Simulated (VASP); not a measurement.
# Re (P6_3/mmc) in VASP: a series of runs

Re is run at these levels: PBE; tasks: single point.

All numbers are computed with VASP 6.6.1; they aren't measurements. Logs are shortened: lines on timing, memory, paths and dates and some standing lists are left out, and cuts for length are marked.

## (1) The cell of the first run

The structure is hexagonal, space group P6_3/mmc (No. 194). Conventional cell: a = 2.275 Å, b = 2.275 Å, c = 3.669 Å, α = 90.00°, β = 90.00°, γ = 120.00°. Re (site symmetry -6m2) has 12 Re at 2.26 to 2.28 Å within 3.0 Å.

## (2) Single point, PBE (volume scaled by 0.55)

The input, INCAR:

```
SYSTEM = Re
PREC = Accurate ; ENCUT = 520
EDIFF = 1E-7 ; ISMEAR = -1
SIGMA = 0.08 ; LREAL = .False.
LASPH = .True. ; NELM = 80
ALGO = Normal ; ISIF = 2
LWAVE = .False. ; LCHARG = .False.
GGA = PE ; NBANDS = 14
```

The input, KPOINTS:

```
regular mesh
0
Gamma
  16 16 9
  0 0 0
```

The input, POSCAR:

```
Re
1.0
    2.2752885480      0.0000000000      0.0000000000
   -1.1376442740      1.9704576835      0.0000000000
    0.0000000000      0.0000000000      3.6691007146
Re
2
Direct
    0.3333333333      0.6666666667      0.2500000000
    0.6666666667      0.3333333333      0.7500000000
```

Potentials or basis: VASP PAW PBE potentials, release 64 (Re).

The run is started by

```
$ cat potpaw_PBE.64/Re/POTCAR > POTCAR
$ mpirun -np 1 vasp_std > vasp.out
```

OUTCAR:

```text
SYSTEM = Re
   PREC = Accurate
   ENCUT = 520
   EDIFF = 1E-7
   ISMEAR = -1
   LREAL = .False.
   LASPH = .True.
   NELM = 80
   ISIF = 2
   GGA = PE

 ion  position               nearest neighbor table
   1  0.333  0.667  0.250-   2 2.26   2 2.26   2 2.26   2 2.26   2 2.26   2 2.26   2 3.20   2 3.20
                             2 3.20   2 3.20   2 3.20   2 3.20
   2  0.667  0.333  0.750-   1 2.26   1 2.26   1 2.26   1 2.26   1 2.26   1 2.26   1 3.20   1 3.20
                             1 3.20   1 3.20   1 3.20   1 3.20

  LATTYP: Found a hexagonal cell.
 ALAT       =     2.2752885480
 C/A-ratio  =     1.6125869916

  Lattice vectors:

 A1 = (   2.2752885480,   0.0000000000,   0.0000000000)
 A2 = (  -1.1376442740,   1.9704576835,   0.0000000000)
 A3 = (   0.0000000000,   0.0000000000,   3.6691007146)

Analysis of symmetry for initial positions (statically):
=====================================================================
 Subroutine PRICEL returns:
 Original cell was already a primitive cell.

 Routine SETGRP: Setting up the symmetry group for a
 hexagonal supercell.

 Subroutine GETGRP returns: Found 24 space group operations
 (whereof 12 operations were pure point group operations)
 out of a pool of 24 trial point group operations.

The static configuration has the point symmetry D_3d.
 The point group associated with its full space group is D_6h.

Analysis of symmetry for dynamics (positions and initial velocities):
=====================================================================
 Subroutine PRICEL returns:
 Original cell was already a primitive cell.

 Routine SETGRP: Setting up the symmetry group for a
 hexagonal supercell.

 Subroutine GETGRP returns: Found 24 space group operations
 (whereof 12 operations were pure point group operations)
 out of a pool of 24 trial point group operations.

The dynamic configuration has the point symmetry D_3d.
 The point group associated with its full space group is D_6h.

 Subroutine INISYM returns: Found 24 space group operations
 (whereof 12 operations are pure point group operations),
 and found     1 'primitive' translations

----------------------------------------------------------------------------------------

                                     Primitive cell

  volume of cell :      16.4499

  direct lattice vectors                    reciprocal lattice vectors
     2.275288548  0.000000000  0.000000000     0.439504695  0.253748154  0.000000000
    -1.137644274  1.970457684  0.000000000     0.000000000  0.507496308  0.000000000
     0.000000000  0.000000000  3.669100715     0.000000000  0.000000000  0.272546348

  length of vectors
     2.275288548  2.275288548  3.669100715     0.507496308  0.507496308  0.272546348

  position of ions in fractional coordinates (direct lattice)
     0.333333333  0.666666667  0.250000000
     0.666666667  0.333333333  0.750000000

  ion indices of the primitive-cell ions
   primitive index   ion index
                 1           1
                 2           2

----------------------------------------------------------------------------------------

 KPOINTS: regular mesh

Automatic generation of k-mesh.
 Grid dimensions read from file:
 generate k-points for:   16   16    9

 Generating k-lattice:

  Cartesian coordinates                     Fractional coordinates (reciprocal lattice)
     0.027469043  0.015859260  0.000000000     0.062500000 -0.000000000  0.000000000
     0.000000000  0.031718519  0.000000000     0.000000000  0.062500000  0.000000000
     0.000000000  0.000000000  0.030282928     0.000000000  0.000000000  0.111111111

  Length of vectors
     0.031718519  0.031718519  0.030282928

  Shift w.r.t. Gamma in fractional coordinates (k-lattice)
     0.000000000  0.000000000  0.000000000

 Subroutine IBZKPT returns following result:
 ===========================================

 Found    150 irreducible k-points:

 Following reciprocal coordinates:
            Coordinates               Weight
  0.000000  0.000000  0.000000      1.000000
  0.062500  0.000000  0.000000      6.000000
  0.125000  0.000000  0.000000      6.000000
  0.187500  0.000000  0.000000      6.000000
  0.250000  0.000000  0.000000      6.000000
  0.312500  0.000000  0.000000      6.000000
[... 16 lines left out ...]
  0.187500  0.187500  0.000000      6.000000
  0.250000  0.187500  0.000000     12.000000
 [... further k-points ...]
   k-points           NKPTS =    150   k-points in BZ     NKDIM =    150   number of bands    NBANDS=     14
   number of dos      NEDOS =    301   number of ions     NIONS =      2
   total plane-waves  NPLWV =   9072
   dimension x,y,z NGX =    18 NGY =   18 NGZ =   28
   dimension x,y,z NGXF=    36 NGYF=   36 NGZF=   56
   ions per type =               2
   NGX,Y,Z   is equivalent  to a cutoff of  13.15, 13.15, 12.69 a.u.
   NGXF,Y,Z  is equivalent  to a cutoff of  26.30, 26.30, 25.37 a.u.
 SYSTEM =  Re
   PREC   = accura    normal or accurate (medium, high low for compatibility)
   ISTART =      0    job   : 0-new  1-cont  2-samecut
   ICHARG =      2    charge: 1-file 2-atom 10-const
   ISPIN  =      1    spin polarized calculation?
   LNONCOLLINEAR =      F non collinear calculations
   LSORBIT =      F    spin-orbit coupling
   LASPH  =      T    aspherical Exc in radial PAW
   ENCUT  =  520.0 eV  38.22 Ry    6.18 a.u.   4.23  4.23  6.82*2*pi/ulx,y,z
   NELM   =     80;   NELMIN=  2; NELMDL= -5     # of ELM steps
   EDIFF  = 0.1E-06   stopping-criterion for ELM
   LREAL  =      F    real-space projection
   EDIFFG = 0.1E-05   stopping-criterion for IOM
   NSW    =      0    number of steps for IOM
   IBRION =     -1    ionic relax: 0-MD 1-quasi-New 2-CG
   NFREE  =      0    steps in history (QN), initial steepest desc. (CG)
   ISIF   =      2    stress and relaxation
   ISYM   =      2    0-nonsym 1-usesym 2-fastsym
   POTIM  = 0.5000    time-step for ionic-motion
   TEBEG  =    0.0;   TEEND  =   0.0 temperature during run
   PSTRESS=    0.0 pullay stress
   NELECT =      14.0000    total number of electrons
   NUPDOWN=      -1.0000    fix difference up-down
   EMIN   =  10.00;   EMAX   =-10.00  energy-range for DOS
   EFERMI =   0.00;   METHOD = LEGACY
   ISMEAR =    -1;   SIGMA  =   0.08  broadening in eV -4-tet -1-fermi 0-gaus
   EFERMI_NEDOS =   21; number of points for ismear=-14 and -15
   IALGO  =     38    algorithm
   IMIX   =      4    mixing-type and parameters
     AMIX     =   0.40;   BMIX     =  1.00
     AMIX_MAG =   1.60;   BMIX_MAG =  1.00
  volume/ion in A,a.u.               =       8.22        55.50
  Fermi-wavevector in a.u.,A,eV,Ry     =   1.551421  2.931761 32.747975  2.406908
  Thomas-Fermi vector in A             =   2.655943
   LORBIT       =      0    0 simple, 1 ext, 2 COOP (PROOUT), +10 PAW based schemes
   GGA     = PE    functional components
   LHFCALC =     F    Hartree Fock is set to
   AEXX    =    0.0000 exact exchange contribution
   IVDW    =     0    specifies the selected vdW correction
   LEPSILON=     F    determine dielectric tensor
   LRPA    =     F    only Hartree local field effects (RPA)
 non-spin polarized calculation
  energy-cutoff  :      520.00
  volume of cell :       16.45
 maximum number of plane-waves:       461
 NGX is ok and might be reduce to    18
   NGX =  9   NGY =  9   NGZ = 13

 number of electron      14.0000000 magnetization

 Free energy of the ion-electron system (eV)
  ---------------------------------------------------
  ext. energy  EPLUGINS =         0.00000000
  ---------------------------------------------------
  free energy    TOTEN  =        -5.29624640 eV

  energy without entropy =       -5.27974268  energy(sigma->0) =       -5.28799454

 E-fermi :  17.4345     XC(G=0): -17.1340

 val. band max:       17.4272179208   @ k =   0.3750   0.0625   0.3333
 cond. band min:      17.4417032890   @ k =   0.2500   0.0000   0.0000
 fundamental gap:      0.0144853683
 Fermi energy:        17.4344516677

 k-point     1 :       0.0000    0.0000    0.0000
  band No.  band energies     occupation
      1       3.9777      2.00000
      2       4.7423      2.00000
      3      12.6720      2.00000
      4      12.6720      2.00000
      5      12.8614      2.00000
      6      14.7353      2.00000
      7      14.7353      2.00000
      8      16.6858      1.99983
      9      16.6858      1.99983
     10      21.7229      0.00000
     11      23.3565      0.00000
     12      23.3565      0.00000
     13      31.1304      0.00000
     14      33.9150      0.00000

 k-point     2 :       0.0625    0.0000    0.0000
  band No.  band energies     occupation
      1       4.3372      2.00000
      2       5.0815      2.00000
      3      11.8176      2.00000
      4      12.9880      2.00000
      5      13.5836      2.00000
      6      14.4782      2.00000
      7      15.0536      2.00000
      8      16.1115      2.00000
      9      16.3607      2.00000
     10      19.8405      0.00000
     11      23.6672      0.00000
     12      25.7260      0.00000
     13      31.9150      0.00000
     14      34.5611      0.00000

 k-point     3 :       0.1250    0.0000    0.0000
  band No.  band energies     occupation
      1       5.2968      2.00000
      2       5.9390      2.00000
      3      10.8243      2.00000
      4      13.7578      2.00000
      5      13.9219      2.00000
      6      14.3953      2.00000
      7      14.6334      2.00000
      8      15.5737      2.00000
      9      15.9896      2.00000
     10      18.2248      0.00010
     11      24.3958      0.00000
     12      28.8502      0.00000
     13      34.0775      0.00000
     14      36.1426      0.00000
[... 324 lines left out ...]
 k-point    23 :       0.1875    0.1875    0.0000
  band No.  band energies     occupation
      1       8.0613      2.00000
      2       8.2634      2.00000
      3       8.7421      2.00000
      4      10.0761      2.00000
      5      11.8705      2.00000
      6      13.7911      2.00000
      7      16.6331      1.99991
      8      17.6917      0.07714
      9      21.6102      0.00000
     10      24.5437      0.00000
     11      25.1226      0.00000
     12      35.8851      0.00000
     13      36.9042      0.00000
     14      39.2359      0.00000

 k-point    24 :       0.2500    0.1875    0.0000
  band No.  band energies     occupation
      1       6.7367      2.00000
      2       7.7490      2.00000
      3       9.2467      2.00000
      4      11.5763      2.00000
      5      11.6768      2.00000
      6      14.7500      2.00000
      7      15.8677      2.00000
      8      19.0782      0.00000
      9      23.5944      0.00000
     10      25.0586      0.00000
     11      27.4769      0.00000
     12      35.8601      0.00000
     13      36.5010      0.00000
     14      37.6426      0.00000

 [... further k-points ...]

------------------------ aborting loop because EDIFF is reached ----------------------------------------

  FORCE on cell =-STRESS in cart. coord.  units (eV):
  Direction    XX          YY          ZZ          XY          YZ          ZX
  --------------------------------------------------------------------------------------
  -------------------------------------------------------------------------------------
  Total       79.1214300     79.1214300     78.6934782      0.0000000      0.0000000     -0.0000000
  in kB     7706.2214269   7706.2214269   7664.5400383      0.0000000      0.0000000     -0.0000000
  external PRESSURE =    7692.3276307 kB  Pullay stress =       0.0000000 kB

 VOLUME and BASIS-vectors are now :
 -----------------------------------------------------------------------------
  energy-cutoff  :      520.00
  volume of cell :       16.45
      direct lattice vectors                 reciprocal lattice vectors
     2.275288548  0.000000000  0.000000000     0.439504695  0.253748154  0.000000000
    -1.137644274  1.970457684  0.000000000     0.000000000  0.507496308  0.000000000
     0.000000000  0.000000000  3.669100715     0.000000000  0.000000000  0.272546348

 POSITION                                       TOTAL-FORCE (eV/Angst)
 -----------------------------------------------------------------------------------
     -0.00000      1.31364      0.91728        -0.000000     -0.000000      0.000000
      1.13764      0.65682      2.75183         0.000000      0.000000      0.000000
 -----------------------------------------------------------------------------------
    total drift:                                0.000000     -0.000000     -0.000000

  FREE ENERGIE OF THE ION-ELECTRON SYSTEM (eV)
  ---------------------------------------------------
  free  energy   TOTEN  =        -5.2962464013 eV

  energy  without entropy=       -5.2797426778  energy(sigma->0) =       -5.28799454
```

Wall time 28 s (1 thread of Intel Xeon 6975P-C, shared host); peak memory 0.15 GiB.

The run converged, but its numbers aren't listed here, since they failed a check.

Caveat: the cell differs from its parent crystal (volume scaled by 0.55); spin-orbit coupling is left out, which moves the levels of the heavy elements.

## (3) Single point, PBE

This run uses another cell than the first one, of 9.72 Å³/atom, 1.182 times its volume.

The input, INCAR:

```
SYSTEM = Re
PREC = Accurate
ENCUT = 520
EDIFF = 1E-6
ISMEAR = -1
SIGMA = 0.08
LREAL = .False.
LASPH = .True.
NELM = 100
ALGO = Normal
ISIF = 2
LWAVE = .False.
LCHARG = .False.
GGA = PE
NBANDS = 14
```

The input, KPOINTS:

```
Automatic mesh
0
Gamma
  16 16 9
  0 0 0
```

The input, POSCAR:

```
Re
1.0
    2.4053660355      0.0000000000      0.0000000000
   -1.2026830178      2.0831080922      0.0000000000
    0.0000000000      0.0000000000      3.8799034051
Re
2
Direct
    0.3333333333      0.6666666667      0.2500000000
    0.6666666667      0.3333333333      0.7500000000
```

Potentials or basis: VASP PAW PBE potentials, release 64 (Re).

The run is started by

```
$ cat potpaw_PBE.64/Re/POTCAR > POTCAR
$ mpirun -np 1 vasp_std > vasp.out
```

Run time: 31 s. Hardware: 1 thread of Intel Xeon 6975P-C, shared host; peak memory 0.16 GiB.

It converged, with:

```
Free energy            : -15.8520 eV
Pressure               : 400.3 GPa
Band gap on the k mesh : zero (band 7 reaches 17.19 eV, above the bottom of band 8 at 11.17 eV)
```

Stress tensor (GPa, compression positive):
```
400.55   0.00   0.00
  0.00 400.55   0.00
  0.00   0.00 399.84
```

Levels at points of the mesh, in eV from the Fermi level:
```csv
k point,band 4,band 5,band 6,band 7,band 8,band 9,band 10,band 11
"(0.00, 0.00, 0.00)",-3.41,-3.29,-1.80,-1.80,-0.19,-0.19,2.65,5.33
"(0.50, 0.00, 0.00)",-4.04,-2.06,-1.20,-0.87,6.92,7.80,8.00,10.83
```

Caveat: spin-orbit coupling is left out, which moves the levels of the heavy elements.

[end of part 1 of 2]
